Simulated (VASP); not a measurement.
# Te (Fd-3m) in VASP: notebook

Runs on Te. Level: PBE. Tasks: relaxation of cell and atoms.

Everything below comes from runs of VASP 6.6.1. Logs are shortened: lines on timing, memory, paths and dates and some standing lists are left out, and cuts for length are marked.

### Step 1. The cell of the first run

It takes space group Fd-3m (No. 227, cubic). The conventional cell has a = 4.934 Å, b = 4.934 Å, c = 4.934 Å, α = 90.00°, β = 90.00°, γ = 90.00°. Within 2.8 Å of Te (site symmetry -43m) lie 4 Te at 2.14 Å.

This isn't the form of Te at room conditions, which is trigonal, of chains.

### Step 2. Relaxation of cell and atoms, PBE, target pressure 190 GPa, at which the enthalpy is minimised

File INCAR:

```
  ALGO = Normal
  EDIFF = 1E-6
  EDIFFG = -0.005
  ENCUT = 600
  GGA = PE
  IBRION = 2
  ISIF = 3
  ISMEAR = -1
  LASPH = T
  LCHARG = F
  LREAL = F
  LWAVE = F
  NELM = 80
  NSW = 60
  PREC = Accurate
  PSTRESS = 1900.0
  SIGMA = 0.1
```

File KPOINTS:

```
k-points
0
Gamma
  13 13 13
```

File POSCAR:

```
Te
1.0
    0.0000000000      2.4671142149      2.4671142149
    2.4671142149      0.0000000000      2.4671142149
    2.4671142149      2.4671142149      0.0000000000
Te
2
Direct
   -0.1250000000     -0.1250000000     -0.1250000000
    0.1250000000      0.1250000000      0.1250000000
```

Potentials or basis: VASP PAW PBE potentials, release 64 (Te).

The run is started by

```sh
$ cat potpaw_PBE.64/Te/POTCAR > POTCAR
$ mpirun -np 1 vasp_std > vasp.out
```

OUTCAR:

```text
EDIFF = 1E-6
   EDIFFG = -0.005
   ENCUT = 600
   GGA = PE
   IBRION = 2
   ISIF = 3
   ISMEAR = -1
   LASPH = T
   LREAL = F
   NELM = 80
   NSW = 60
   PREC = Accurate
   PSTRESS = 1900.0

 ion  position               nearest neighbor table
   1  0.875  0.875  0.875-   2 2.14   2 2.14   2 2.14   2 2.14
   2  0.125  0.125  0.125-   1 2.14   1 2.14   1 2.14   1 2.14

  LATTYP: Found a face centered cubic cell.
 ALAT       =     4.9342284298

  Lattice vectors:

 A1 = (   0.0000000000,   2.4671142149,   2.4671142149)
 A2 = (   2.4671142149,   0.0000000000,   2.4671142149)
 A3 = (   2.4671142149,   2.4671142149,   0.0000000000)

Analysis of symmetry for initial positions (statically):
=====================================================================
 Subroutine PRICEL returns:
 Original cell was already a primitive cell.

 Routine SETGRP: Setting up the symmetry group for a
 face centered cubic supercell.

 Subroutine GETGRP returns: Found 48 space group operations
 (whereof 12 operations were pure point group operations)
 out of a pool of 48 trial point group operations.

The static configuration has the point symmetry D_3d.
 The point group associated with its full space group is O_h .

Analysis of symmetry for dynamics (positions and initial velocities):
=====================================================================
 Subroutine PRICEL returns:
 Original cell was already a primitive cell.

 Routine SETGRP: Setting up the symmetry group for a
 face centered cubic supercell.

 Subroutine GETGRP returns: Found 48 space group operations
 (whereof 12 operations were pure point group operations)
 out of a pool of 48 trial point group operations.

The dynamic configuration has the point symmetry D_3d.
 The point group associated with its full space group is O_h .

 Subroutine INISYM returns: Found 48 space group operations
 (whereof 12 operations are pure point group operations),
 and found     1 'primitive' translations

----------------------------------------------------------------------------------------

                                     Primitive cell

  volume of cell :      30.0329

  direct lattice vectors                    reciprocal lattice vectors
     0.000000000  2.467114215  2.467114215    -0.202665931  0.202665931  0.202665931
     2.467114215  0.000000000  2.467114215     0.202665931 -0.202665931  0.202665931
     2.467114215  2.467114215  0.000000000     0.202665931  0.202665931 -0.202665931

  length of vectors
     3.489026383  3.489026383  3.489026383     0.351027690  0.351027690  0.351027690

  position of ions in fractional coordinates (direct lattice)
     0.875000000  0.875000000  0.875000000
     0.125000000  0.125000000  0.125000000

  ion indices of the primitive-cell ions
   primitive index   ion index
                 1           1
                 2           2

----------------------------------------------------------------------------------------

 KPOINTS: k-points

Automatic generation of k-mesh.
 Grid dimensions read from file:
 generate k-points for:   13   13   13

 Generating k-lattice:

  Cartesian coordinates                     Fractional coordinates (reciprocal lattice)
    -0.015589687  0.015589687  0.015589687     0.076923077  0.000000000  0.000000000
     0.015589687 -0.015589687  0.015589687     0.000000000  0.076923077  0.000000000
     0.015589687  0.015589687 -0.015589687     0.000000000  0.000000000  0.076923077

  Length of vectors
     0.027002130  0.027002130  0.027002130

  Shift w.r.t. Gamma in fractional coordinates (k-lattice)
     0.000000000  0.000000000  0.000000000

 Subroutine IBZKPT returns following result:
 ===========================================

 Found     84 irreducible k-points:

 Following reciprocal coordinates:
            Coordinates               Weight
  0.000000  0.000000  0.000000      1.000000
  0.076923  0.000000  0.000000      8.000000
  0.153846  0.000000  0.000000      8.000000
  0.230769  0.000000  0.000000      8.000000
  0.307692  0.000000  0.000000      8.000000
  0.384615  0.000000  0.000000      8.000000
[... 16 lines left out ...]
  0.384615  0.153846  0.000000     24.000000
  0.461538  0.153846  0.000000     24.000000
 [... further k-points ...]
   k-points           NKPTS =     84   k-points in BZ     NKDIM =     84   number of bands    NBANDS=     10
   number of dos      NEDOS =    301   number of ions     NIONS =      2
   total plane-waves  NPLWV =  21952
   dimension x,y,z NGX =    28 NGY =   28 NGZ =   28
   dimension x,y,z NGXF=    56 NGYF=   56 NGZF=   56
   ions per type =               2
   NGX,Y,Z   is equivalent  to a cutoff of  13.34, 13.34, 13.34 a.u.
   NGXF,Y,Z  is equivalent  to a cutoff of  26.68, 26.68, 26.68 a.u.
 SYSTEM =  unknown system
   PREC   = accura    normal or accurate (medium, high low for compatibility)
   ISTART =      0    job   : 0-new  1-cont  2-samecut
   ICHARG =      2    charge: 1-file 2-atom 10-const
   ISPIN  =      1    spin polarized calculation?
   LNONCOLLINEAR =      F non collinear calculations
   LSORBIT =      F    spin-orbit coupling
   LASPH  =      T    aspherical Exc in radial PAW
   ENCUT  =  600.0 eV  44.10 Ry    6.64 a.u.   6.97  6.97  6.97*2*pi/ulx,y,z
   NELM   =     80;   NELMIN=  2; NELMDL= -5     # of ELM steps
   EDIFF  = 0.1E-05   stopping-criterion for ELM
   LREAL  =      F    real-space projection
   EDIFFG = -.5E-02   stopping-criterion for IOM
   NSW    =     60    number of steps for IOM
   IBRION =      2    ionic relax: 0-MD 1-quasi-New 2-CG
   NFREE  =      1    steps in history (QN), initial steepest desc. (CG)
   ISIF   =      3    stress and relaxation
   ISYM   =      2    0-nonsym 1-usesym 2-fastsym
   POTIM  = 0.5000    time-step for ionic-motion
   TEBEG  =    0.0;   TEEND  =   0.0 temperature during run
   PSTRESS= 1900.0 pullay stress
   NELECT =      12.0000    total number of electrons
   NUPDOWN=      -1.0000    fix difference up-down
   EMIN   =  10.00;   EMAX   =-10.00  energy-range for DOS
   EFERMI =   0.00;   METHOD = LEGACY
   ISMEAR =    -1;   SIGMA  =   0.10  broadening in eV -4-tet -1-fermi 0-gaus
   EFERMI_NEDOS =   21; number of points for ismear=-14 and -15
   IALGO  =     38    algorithm
   IMIX   =      4    mixing-type and parameters
     AMIX     =   0.40;   BMIX     =  1.00
     AMIX_MAG =   1.60;   BMIX_MAG =  1.00
  volume/ion in A,a.u.               =      15.02       101.34
  Fermi-wavevector in a.u.,A,eV,Ry     =   1.205783  2.278600 19.781698  1.453914
  Thomas-Fermi vector in A             =   2.341470
   LORBIT       =      0    0 simple, 1 ext, 2 COOP (PROOUT), +10 PAW based schemes
   GGA     = PE    functional components
   LHFCALC =     F    Hartree Fock is set to
   AEXX    =    0.0000 exact exchange contribution
   IVDW    =     0    specifies the selected vdW correction
   LEPSILON=     F    determine dielectric tensor
   LRPA    =     F    only Hartree local field effects (RPA)
 conjugate gradient relaxation of ions
 non-spin polarized calculation
  energy-cutoff  :      600.00
  volume of cell :       30.03
 maximum number of plane-waves:      1018
   NGX = 13   NGY = 13   NGZ = 13

--------------------------------------- Ionic step        1  -------------------------------------------

 number of electron      11.9999999 magnetization

 Free energy of the ion-electron system (eV)
  ---------------------------------------------------
  ext. energy  EPLUGINS =         0.00000000
  ---------------------------------------------------
  free energy    TOTEN  =        18.69634083 eV

  energy without entropy =       18.72882617  energy(sigma->0) =       18.71258350

------------------------ aborting loop because EDIFF is reached ----------------------------------------

  FORCE on cell =-STRESS in cart. coord.  units (eV):
  Direction    XX          YY          ZZ          XY          YZ          ZX
  --------------------------------------------------------------------------------------
  -------------------------------------------------------------------------------------
  Total       63.6000065     63.6000065     63.6000065      0.0000000      0.0000000      0.0000000
  in kB     3392.8915633   3392.8915633   3392.8915633      0.0000000      0.0000000      0.0000000
  external PRESSURE =    1492.8915633 kB  Pullay stress =    1900.0000000 kB
[... 23 lines left out ...]
  enthalpy is  TOTEN    =        54.3119831367 eV   P V=       35.6156423070

--------------------------------------- Ionic step        2  -------------------------------------------

 number of electron      12.0000003 magnetization

 E-fermi :  -0.0509     XC(G=0):  -5.9880

 val. band max:       -0.0508867013   @ k =   0.3846   0.0769   0.0000
 cond. band min:      -0.0412621264   @ k =  -0.2308   0.0769   0.0000
 fundamental gap:      0.0096245749
 Fermi energy:        -0.0508846290

 k-point     1 :       0.0000    0.0000    0.0000
  band No.  band energies     occupation
      1     -11.0875      2.00000
      2      -9.3662      2.00000
      3      -1.8496      2.00000
      4      -1.8496      2.00000
      5      -1.8496      2.00000
      6      -0.2943      1.83884
      7      -0.2943      1.83883
      8      -0.2943      1.83883
      9       3.9942      0.00000
     10       6.3849      0.00000
[... 287 lines left out ...]
 k-point    24 :       0.4615    0.1538    0.0000
  band No.  band energies     occupation
      1     -10.7018      2.00000
      2      -9.8970      2.00000
      3      -2.4643      2.00000
      4      -2.2599      2.00000
      5      -1.7108      2.00000
      6      -0.2046      1.64611
      7       0.3569      0.03331
      8       0.5584      0.00451
      9       5.4695      0.00000
     10       5.5605      0.00000

 [... further k-points ...]

------------------------ aborting loop because EDIFF is reached ----------------------------------------

  FORCE on cell =-STRESS in cart. coord.  units (eV):
  Direction    XX          YY          ZZ          XY          YZ          ZX
  --------------------------------------------------------------------------------------
  -------------------------------------------------------------------------------------
  Total       -3.7590363     -3.7590363     -3.7590363      0.0000000      0.0000000      0.0000000
  in kB      -42.6706591    -42.6706591    -42.6706591      0.0000000      0.0000000      0.0000000
  external PRESSURE =   -1942.6706591 kB  Pullay stress =    1900.0000000 kB
[... 55 lines left out ...]
  FREE ENERGIE OF THE ION-ELECTRON SYSTEM (eV)
  ---------------------------------------------------
  free  energy   TOTEN  =         0.5505795597 eV

  energy  without entropy=        0.5888903609  energy(sigma->0) =        0.56973496

  enthalpy is  TOTEN    =        56.3381300285 eV   P V=       55.7875504688

[... ionic steps 4 to 19 ...]

--------------------------------------- Ionic step       20  -------------------------------------------

 number of electron      12.0000000 magnetization

------------------------ aborting loop because EDIFF is reached ----------------------------------------

  FORCE on cell =-STRESS in cart. coord.  units (eV):
  Direction    XX          YY          ZZ          XY          YZ          ZX
  --------------------------------------------------------------------------------------
  -------------------------------------------------------------------------------------
  Total       42.8466810     42.8466810     42.8466810      0.0000000     -0.0000000     -0.0000000
  in kB     1901.2371321   1901.2371321   1901.2371321      0.0000000     -0.0000000     -0.0000000
  external PRESSURE =       1.2371321 kB  Pullay stress =    1900.0000000 kB
[... 61 lines left out ...]
  enthalpy is  TOTEN    =        51.8186781274 eV   P V=       42.8223182874

--------------------------------------- Ionic step       22  -------------------------------------------

 number of electron      12.0000000 magnetization

 Free energy of the ion-electron system (eV)
  ---------------------------------------------------
  ext. energy  EPLUGINS =         0.00000000
  ---------------------------------------------------
  free energy    TOTEN  =         8.98932415 eV

  energy without entropy =        9.02361548  energy(sigma->0) =        9.00646982

 E-fermi :  16.2723     XC(G=0): -11.8915

 val. band max:       16.2615974515   @ k =   0.3846   0.0769   0.0000
 cond. band min:      16.2754640622   @ k =   0.3077   0.0769   0.0000
 fundamental gap:      0.0138666108
 Fermi energy:        16.2722564479

 k-point     1 :       0.0000    0.0000    0.0000
  band No.  band energies     occupation
      1      -5.1095      2.00000
      2      10.8163      2.00000
      3      10.8163      2.00000
      4      10.8163      2.00000
      5      13.5340      2.00000
      6      14.0541      2.00000
      7      14.0541      2.00000
      8      14.0541      2.00000
      9      18.8604      0.00000
     10      21.9950      0.00000
[... 287 lines left out ...]
 k-point    24 :       0.4615    0.1538    0.0000
  band No.  band energies     occupation
      1      -2.4503      2.00000
      2       2.2560      2.00000
      3       7.3158      2.00000
      4       8.1708      2.00000
      5      13.7032      2.00000
      6      15.8236      1.97772
      7      17.0892      0.00057
      8      18.4694      0.00000
      9      21.5062      0.00000
     10      24.2590      0.00000

 [... further k-points ...]

------------------------ aborting loop because EDIFF is reached ----------------------------------------

  FORCE on cell =-STRESS in cart. coord.  units (eV):
  Direction    XX          YY          ZZ          XY          YZ          ZX
  --------------------------------------------------------------------------------------
  -------------------------------------------------------------------------------------
  Total       42.8274578     42.8274578     42.8274578      0.0000000     -0.0000000     -0.0000000
  in kB     1899.9158816   1899.9158816   1899.9158816      0.0000000     -0.0000000     -0.0000000
  external PRESSURE =      -0.0841184 kB  Pullay stress =    1900.0000000 kB
[... 17 lines left out ...]
  FREE ENERGIE OF THE ION-ELECTRON SYSTEM (eV)
  ---------------------------------------------------
  free  energy   TOTEN  =         8.9893241507 eV

  energy  without entropy=        9.0236154823  energy(sigma->0) =        9.00646982

  enthalpy is  TOTEN    =        51.8186781079 eV   P V=       42.8293539572

 reached required accuracy - stopping structural energy minimisation
```

It took 2.1 min on 1 thread of Intel Xeon Platinum 8559C (Emerald Rapids), shared host; peak memory 0.19 GiB.

Results:

```yaml
Free_energy: 8.9893 eV
Relaxed_volume: 18.06 Å³/atom
Relaxed_cell: a = 3.710 Å, b = 3.710 Å, c = 3.710 Å, α = 60.00°, β = 60.00°, γ = 60.00°
Space_group_after_relaxing_to_0.1_Å: Fd-3m (No. 227)
Energy_change_on_relaxing_the_run_minimises_the_enthalpy: -4853.5 meV/atom
Ionic_steps: 22
Pressure_after_relaxing: 190.0 GPa
Band_gap_on_the_k_mesh: zero (bands 6 and 7 overlap by 4.14 eV)
```

Step by step:
```tsv
step	energy change (eV)	largest force (eV/Å)	pressure (GPa)	volume (Å³)
1	0.0000	0.0000	339.29	30.03
2	-23.2088	0.0000	-4.27	141.14
3	-18.1458	0.0000	77.12	47.04
4	-10.9237	0.0000	172.66	37.19
5	-9.8477	0.0000	187.95	36.24
6	-9.6923	0.0000	190.19	36.10
7	-9.6925	0.0000	190.17	36.10
8	-9.6929	0.0000	190.17	36.10
9	-9.6929	0.0000	190.17	36.10
10	-9.6929	0.0000	190.17	36.10
11	-9.6930	0.0000	190.17	36.10
12	-9.6930	0.0000	190.17	36.10
13	-9.6930	0.0000	190.17	36.10
14	-9.6930	0.0000	190.17	36.10
15	-9.6931	0.0000	190.17	36.10
16	-9.6932	0.0000	190.17	36.10
17	-9.6934	0.0000	190.16	36.10
18	-9.6938	0.0000	190.16	36.10
19	-9.6947	0.0000	190.15	36.11
20	-9.6965	0.0000	190.12	36.11
21	-9.7000	0.0000	190.08	36.11
22	-9.7070	0.0000	189.99	36.12
```

Final structure:
```cif
data_structure
_symmetry_space_group_name_H-M 'P 1'
_symmetry_Int_Tables_number 1
_cell_length_a 3.7103
_cell_length_b 3.7103
_cell_length_c 3.7103
_cell_angle_alpha 60.000
_cell_angle_beta 60.000
_cell_angle_gamma 60.000
_cell_volume 36.12
loop_
_atom_site_label
_atom_site_type_symbol
_atom_site_fract_x
_atom_site_fract_y
_atom_site_fract_z
_atom_site_occupancy
Te1 Te 0.87500 0.87500 0.87500 1
Te2 Te 0.12500 0.12500 0.12500 1
```

Levels at points of the mesh, in eV from the Fermi level:
```csv
k point,band 4,band 5,band 6,band 7,band 8,band 9
"(0.00, 0.00, 0.00)",-5.46,-2.74,-2.22,-2.22,-2.22,2.59
```

Caveat: the cell is relaxed towards a set pressure, so the run minimises the enthalpy, not the energy; the volume moved by over 15 % at a fixed basis, so the end points are rough; spin-orbit coupling is left out, which moves the levels of the heavy elements.

### Step 3. Relaxation of cell and atoms, PBE, target pressure 190 GPa, at which the enthalpy is minimised

This run uses another cell than the first one, of 17.99 Å³/atom.

File INCAR:

```
SYSTEM = Te
PREC     = Accurate       ! precision mode
ENCUT    = 600            ! plane-wave cutoff, eV
EDIFF    = 1E-6           ! SCF threshold, eV
ISMEAR   = -1             ! smearing method
SIGMA    = 0.1            ! smearing width, eV
LREAL    = .FALSE.        ! projectors in reciprocal space
LASPH    = .TRUE.         ! aspherical terms in the spheres
NELM     = 100            ! most SCF steps
ALGO     = Normal         ! electronic algorithm
ISIF     = 3              ! what is computed and relaxed
LWAVE    = .FALSE.        ! write WAVECAR
LCHARG   = .FALSE.        ! write CHGCAR
GGA      = PE             ! functional
IBRION   = 2              ! ionic algorithm
NSW      = 32             ! ionic steps
EDIFFG   = -0.005         ! ionic threshold
PSTRESS  = 1900.0
```

File KPOINTS:

```
regular mesh
0
G
  13 13 13
  0 0 0
```

File POSCAR:

```
Te
1.0
    0.0000000000      2.6204381036      2.6204381036
    2.6204381036      0.0000000000      2.6204381036
    2.6204381036      2.6204381036      0.0000000000
Te
2
Direct
   -0.1250000000     -0.1250000000     -0.1250000000
    0.1250000000      0.1250000000      0.1250000000
```

Potentials or basis: VASP PAW PBE potentials, release 64 (Te).

The run is started by

```sh
$ cat potpaw_PBE.64/Te/POTCAR > POTCAR
$ mpirun -np 1 vasp_std > vasp.out
```

Wall time 44 s (1 thread of Intel Xeon Platinum 8559C (Emerald Rapids), shared host); peak memory 0.18 GiB.

The run converged. Its results:

* Free energy: 8.9891 eV
* Relaxed volume: 18.06 Å³/atom
* Relaxed cell: a = 3.710 Å, b = 3.710 Å, c = 3.710 Å, α = 60.00°, β = 60.00°, γ = 60.00°
* Space group after relaxing (to 0.1 Å): Fd-3m (No. 227)
* Energy change on relaxing (the run minimises the enthalpy): -76.3 meV/atom
* Ionic steps: 3
* Pressure after relaxing: 190.0 GPa
* Band gap on the k mesh: zero (bands 6 and 7 overlap by 4.14 eV)

The path:
| step | energy change (eV) | largest force (eV/Å) | pressure (GPa) | volume (Å³) |
| --- | --- | --- | --- | --- |
| 1 | 0.0000 | 0.0000 | 192.17 | 35.99 |
| 2 | -1.4542 | 0.0000 | 171.47 | 37.27 |
| 3 | -0.1526 | 0.0000 | 189.98 | 36.12 |

Final structure:
```xyz
2
Lattice="0.0000 2.6235 2.6235 2.6235 0.0000 2.6235 2.6235 2.6235 0.0000" Properties=species:S:1:pos:R:3 pbc="T T T"
Te    4.5912    4.5912    4.5912
Te    0.6559    0.6559    0.6559
```

Levels at points of the mesh, in eV from the Fermi level:
```
           k point  band 2  band 3  band 4  band 5  band 6  band 7  band 8  band 9  band 10
(0.00, 0.00, 0.00)   -5.46   -5.46   -5.46   -2.74   -2.22   -2.22   -2.22    2.59     5.72
```

Caveat: the cell is relaxed towards a set pressure, so the run minimises the enthalpy, not the energy; spin-orbit coupling is left out, which moves the levels of the heavy elements.
